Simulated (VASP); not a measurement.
# PbSe2 (I4/mcm) in VASP: further runs

The runs below take PbSe2 through single point, with PBEsol.

All numbers are computed with VASP 6.6.1; they aren't measurements. Logs are shortened: lines on timing, memory, paths and dates and some standing lists are left out, and cuts for length are marked.

## (1) The cell of the first run

It takes space group I4/mcm (No. 140, tetragonal). Conventional cell: a = 6.380 Å, b = 6.380 Å, c = 7.717 Å, α = 90.00°, β = 90.00°, γ = 90.00°. Pb (site symmetry 422) has 8 Se at 3.15 Å and 2 Pb at 3.86 Å within 4.1 Å. Se (site symmetry m2m) has 1 Se at 2.39 Å and 4 Pb at 3.15 Å within 3.2 Å.

## (2) Single point, PBEsol

The input, INCAR:

```
SYSTEM = PbSe2
ALGO     = Normal         ! electronic algorithm
EDIFF    = 1E-7           ! SCF threshold, eV
ENCUT    = 520            ! plane-wave cutoff, eV
GGA      = PS             ! functional
ISIF     = 2              ! what is computed and relaxed
ISMEAR   = -1             ! smearing method
LASPH    = .TRUE.         ! aspherical terms in the spheres
LCHARG   = .TRUE.         ! write CHGCAR
LELF     = .TRUE.         ! ELF
LREAL    = .FALSE.        ! projectors in reciprocal space
LVHAR    = .TRUE.       
LWAVE    = .FALSE.        ! write WAVECAR
NBANDS   = 35             ! bands
NELM     = 60             ! most SCF steps
PREC     = Accurate       ! precision mode
SIGMA    = 0.05           ! smearing width, eV
```

The input, KPOINTS:

```
k-points
0
G
  6 6 6
  0 0 0
```

The input, POSCAR:

```
PbSe2
1.0
   -3.1899155909      3.1899155909      3.8585333048
    3.1899155909     -3.1899155909      3.8585333048
    3.1899155909      3.1899155909     -3.8585333048
Pb Se
2 4
Direct
    0.7500000000      0.7500000000      0.0000000000
    0.2500000000      0.2500000000      0.0000000000
    0.1323831291      0.3676168709      0.5000000000
    0.8676168709      0.6323831291      0.5000000000
    0.3676168709      0.8676168709      0.2352337418
    0.6323831291      0.1323831291      0.7647662582
```

Potentials or basis: VASP PAW PBE potentials, release 64 (Pb_d, Se).

Command:

```sh
$ cat potpaw_PBE.64/Pb_d/POTCAR potpaw_PBE.64/Se/POTCAR > POTCAR
$ mpirun -np 1 vasp_std > vasp.out
```

OUTCAR:

```text
SYSTEM = PbSe2
   EDIFF = 1E-7
   ENCUT = 520
   GGA = PS
   ISIF = 2
   ISMEAR = -1
   LASPH = .TRUE.
   LREAL = .FALSE.
   NELM = 60
   PREC = Accurate

 ion  position               nearest neighbor table
   1  0.750  0.750  0.000-   3 3.15   4 3.15   4 3.15   3 3.15   6 3.15   5 3.15   6 3.15   5 3.15
                             2 3.86   2 3.86
   2  0.250  0.250  0.000-   4 3.15   3 3.15   3 3.15   4 3.15   6 3.15   5 3.15   5 3.15   6 3.15
                             1 3.86   1 3.86
   3  0.132  0.368  0.500-   4 2.39   2 3.15   1 3.15   2 3.15   1 3.15
   4  0.868  0.632  0.500-   3 2.39   1 3.15   2 3.15   1 3.15   2 3.15
   5  0.368  0.868  0.235-   6 2.39   1 3.15   2 3.15   2 3.15   1 3.15
   6  0.632  0.132  0.765-   5 2.39   1 3.15   1 3.15   2 3.15   2 3.15

  LATTYP: Found a body centered tetragonal cell.
 ALAT       =     6.3798311818
 C/A-ratio  =     1.2096035757

  Lattice vectors:

 A1 = (  -3.1899155909,   3.1899155909,   3.8585333048)
 A2 = (   3.1899155909,  -3.1899155909,   3.8585333048)
 A3 = (   3.1899155909,   3.1899155909,  -3.8585333048)

Analysis of symmetry for initial positions (statically):
=====================================================================
 Subroutine PRICEL returns:
 Original cell was already a primitive cell.

 Routine SETGRP: Setting up the symmetry group for a
 body centered tetragonal supercell.

 Subroutine GETGRP returns: Found 16 space group operations
 (whereof  8 operations were pure point group operations)
 out of a pool of 16 trial point group operations.

The static configuration has the point symmetry C_4h.
 The point group associated with its full space group is D_4h.

Analysis of symmetry for dynamics (positions and initial velocities):
=====================================================================
 Subroutine PRICEL returns:
 Original cell was already a primitive cell.

 Routine SETGRP: Setting up the symmetry group for a
 body centered tetragonal supercell.

 Subroutine GETGRP returns: Found 16 space group operations
 (whereof  8 operations were pure point group operations)
 out of a pool of 16 trial point group operations.

The dynamic configuration has the point symmetry C_4h.
 The point group associated with its full space group is D_4h.

 Subroutine INISYM returns: Found 16 space group operations
 (whereof  8 operations are pure point group operations),
 and found     1 'primitive' translations

----------------------------------------------------------------------------------------
[... 99 lines left out ...]
   ENCUT  =  520.0 eV  38.22 Ry    6.18 a.u.  11.04 11.04 11.04*2*pi/ulx,y,z
   NELM   =     60;   NELMIN=  2; NELMDL= -5     # of ELM steps
   EDIFF  = 0.1E-06   stopping-criterion for ELM
   LREAL  =      F    real-space projection
   EDIFFG = 0.1E-05   stopping-criterion for IOM
   NSW    =      0    number of steps for IOM
   IBRION =     -1    ionic relax: 0-MD 1-quasi-New 2-CG
   NFREE  =      0    steps in history (QN), initial steepest desc. (CG)
   ISIF   =      2    stress and relaxation
   ISYM   =      2    0-nonsym 1-usesym 2-fastsym
   POTIM  = 0.5000    time-step for ionic-motion
   TEBEG  =    0.0;   TEEND  =   0.0 temperature during run
   PSTRESS=    0.0 pullay stress
   NELECT =      52.0000    total number of electrons
   NUPDOWN=      -1.0000    fix difference up-down
   EMIN   =  10.00;   EMAX   =-10.00  energy-range for DOS
   EFERMI =   0.00;   METHOD = LEGACY
   ISMEAR =    -1;   SIGMA  =   0.05  broadening in eV -4-tet -1-fermi 0-gaus
   EFERMI_NEDOS =   21; number of points for ismear=-14 and -15
   IALGO  =     38    algorithm
   IMIX   =      4    mixing-type and parameters
     AMIX     =   0.40;   BMIX     =  1.00
     AMIX_MAG =   1.60;   BMIX_MAG =  1.00
  volume/ion in A,a.u.               =      26.18       176.64
  Fermi-wavevector in a.u.,A,eV,Ry     =   1.132563  2.140234 17.452181  1.282699
  Thomas-Fermi vector in A             =   2.269264
   LORBIT       =      0    0 simple, 1 ext, 2 COOP (PROOUT), +10 PAW based schemes
   GGA     = PS    functional components
   LHFCALC =     F    Hartree Fock is set to
   AEXX    =    0.0000 exact exchange contribution
   IVDW    =     0    specifies the selected vdW correction
   LEPSILON=     F    determine dielectric tensor
   LRPA    =     F    only Hartree local field effects (RPA)
 non-spin polarized calculation
  energy-cutoff  :      520.00
  volume of cell :      157.05
 maximum number of plane-waves:      4254
 NGX is ok and might be reduce to    48
   NGX = 23   NGY = 23   NGZ = 23

 number of electron      51.9999999 magnetization

 Free energy of the ion-electron system (eV)
  ---------------------------------------------------
  ext. energy  EPLUGINS =         0.00000000
  ---------------------------------------------------
  free energy    TOTEN  =       -25.30907586 eV

  energy without entropy =      -25.30612988  energy(sigma->0) =      -25.30760287

 E-fermi :   5.1323     XC(G=0):  -9.9107

 val. band max:        5.0975249784   @ k =  -0.1667  -0.1667   0.1667
 cond. band min:       5.1529953556   @ k =  -0.3333  -0.3333   0.3333
 fundamental gap:      0.0554703771
 Fermi energy:         5.1322662080

 k-point     1 :       0.0000    0.0000    0.0000
  band No.  band energies     occupation
      1     -11.9126      2.00000
      2     -11.9126      2.00000
      3     -11.9078      2.00000
      4     -11.8637      2.00000
      5     -11.8281      2.00000
      6     -11.8215      2.00000
[... 901 lines left out ...]
     34       9.8841      0.00000
     35      10.3691      0.00000

 [... further k-points ...]
[... 5 lines left out ...]
  --------------------------------------------------------------------------------------
  -------------------------------------------------------------------------------------
  Total        0.0848721      0.0848721     -0.0088899      0.0000000     -0.0000000     -0.0000000
  in kB        0.8658348      0.8658348     -0.0906920      0.0000000     -0.0000000     -0.0000000
  external PRESSURE =       0.5469926 kB  Pullay stress =       0.0000000 kB

 VOLUME and BASIS-vectors are now :
 -----------------------------------------------------------------------------
  energy-cutoff  :      520.00
  volume of cell :      157.05
      direct lattice vectors                 reciprocal lattice vectors
    -3.189915591  3.189915591  3.858533305     0.000000000  0.156743959  0.129582917
     3.189915591 -3.189915591  3.858533305     0.156743959  0.000000000  0.129582917
     3.189915591  3.189915591 -3.858533305     0.156743959  0.156743959  0.000000000

 POSITION                                       TOTAL-FORCE (eV/Angst)
 -----------------------------------------------------------------------------------
      0.00000      0.00000      5.78780         0.000000     -0.000000     -0.000000
      0.00000      0.00000      1.92927        -0.000000     -0.000000     -0.000000
      2.34533      0.84458      0.00000        -0.022722      0.022722     -0.000000
      0.84458      2.34533      3.85853         0.022722     -0.022722     -0.000000
      2.34533     -0.84458      3.85853        -0.022722     -0.022722     -0.000000
      0.84458      4.03450     -0.00000         0.022722      0.022722      0.000000
 -----------------------------------------------------------------------------------
    total drift:                               -0.000000      0.000000      0.000000

  FREE ENERGIE OF THE ION-ELECTRON SYSTEM (eV)
  ---------------------------------------------------
  free  energy   TOTEN  =       -25.3090758588 eV

  energy  without entropy=      -25.3061298778  energy(sigma->0) =      -25.30760287
```

stdout:

```text
POSCAR found type information on POSCAR PbSe
 POSCAR found :  2 types and       6 ions
 scaLAPACK will be used
 -----------------------------------------------------------------------------
|                                                                             |
|                                                                             |
|     You enforced a specific xc type in the INCAR file but a different       |
|     I HOPE YOU KNOW WHAT YOU ARE DOING!                                     |
|                                                                             |
 -----------------------------------------------------------------------------

 LDA part: xc-table for (Slater+PW92), standard interpolation
 POSCAR, INCAR and KPOINTS ok, starting setup
 FFT: planning ... GRIDC
 FFT: planning ... GRID_SOFT
 FFT: planning ... GRID
 WAVECAR not read
 entering main loop
```

It took 3.2 min on 1 thread of Intel Xeon Platinum 8259CL at 2.50GHz (Skylake/Cascade Lake), shared host; peak memory 0.38 GiB.

What came out:

* Free energy: -25.3091 eV
* Pressure: 0.1 GPa
* Largest force: 0.032 eV/Å
* Band gap on the k mesh: zero (band 26 reaches 5.21 eV, above the bottom of band 27 at 5.02 eV)

Forces on the atoms (eV/Å):
```
Pb   0.000  0.000  0.000
Pb   0.000  0.000  0.000
Se  -0.023  0.023  0.000
Se   0.023 -0.023  0.000
Se  -0.023 -0.023  0.000
Se   0.023  0.023  0.000
```

Stress tensor (GPa, compression positive):
```
 0.09  0.00  0.00
 0.00  0.09  0.00
 0.00  0.00 -0.01
```

Caveat: the PAW data sets were made with another functional, which shifts forces and pressure a little; spin-orbit coupling is left out, which moves the levels of the heavy elements.

## (3) Single point, PBEsol

This run uses another cell than the first one, of 27.29 Å³/atom, 1.042 times its volume.

The input, INCAR:

```
ALGO = Normal
EDIFF = 1E-6
ENCUT = 520
GGA = PS
ISIF = 2
ISMEAR = -1
LASPH = T
LCHARG = F
LREAL = F
LWAVE = F
NBANDS = 35
NELM = 60
PREC = Accurate
SIGMA = 0.05
```

The input, KPOINTS:

```
k-points
0
Gamma
  6 6 6
```

The input, POSCAR:

```
PbSe2
1.0
   -3.2386329600      3.2386329600      3.9021962900
    3.2386329600     -3.2386329600      3.9021962900
    3.2386329600      3.2386329600     -3.9021962900
Pb Se
2 4
Direct
    0.7500000000      0.7500000000      0.0000000000
    0.2500000000      0.2500000000      0.0000000000
    0.1298167350      0.3701832650      0.5000000000
    0.8701832650      0.6298167350      0.5000000000
    0.3701832650      0.8701832650      0.2403665300
    0.6298167350      0.1298167350      0.7596334700
```

Potentials or basis: VASP PAW PBE potentials, release 64 (Pb_d, Se).

Command:

```sh
$ cat potpaw_PBE.64/Pb_d/POTCAR potpaw_PBE.64/Se/POTCAR > POTCAR
$ mpirun -np 1 vasp_std > vasp.out
```

It took 3.2 min on 1 thread of Intel Xeon Platinum 8259CL at 2.50GHz (Skylake/Cascade Lake), shared host; peak memory 0.38 GiB.

It converged, with:

```
Free energy            : -25.2614 eV
Pressure               : -1.8 GPa
Largest force          : 0.208 eV/Å
Band gap on the k mesh : zero (band 26 reaches 4.75 eV, above the bottom of band 27 at 4.59 eV)
```

Forces on the atoms (eV/Å):
```
Pb   0.000  0.000  0.000
Pb   0.000  0.000  0.000
Se  -0.147  0.147  0.000
Se   0.147 -0.147  0.000
Se  -0.147 -0.147  0.000
Se   0.147  0.147  0.000
```

Stress tensor (GPa, compression positive):
```
-1.78  0.00  0.00
 0.00 -1.78  0.00
 0.00  0.00 -1.87
```

Levels at points of the mesh, in eV from the Fermi level:
| k point | band 24 | band 25 | band 26 | band 27 | band 28 | band 29 |
| --- | --- | --- | --- | --- | --- | --- |
| (0.00, 0.00, 0.00) | -2.93 | -2.93 | -0.06 | 2.20 | 2.20 | 3.23 |
| (0.50, 0.00, 0.00) | -2.10 | -0.84 | -0.84 | 0.57 | 0.57 | 2.43 |
| (0.50, 0.50, 0.00) | -1.24 | -1.23 | -0.38 | 1.22 | 1.35 | 1.71 |
| (0.50, 0.50, 0.50) | -1.27 | 0.00 | 0.06 | 1.34 | 1.34 | 1.34 |

Caveat: the PAW data sets were made with another functional, which shifts forces and pressure a little; spin-orbit coupling is left out, which moves the levels of the heavy elements.
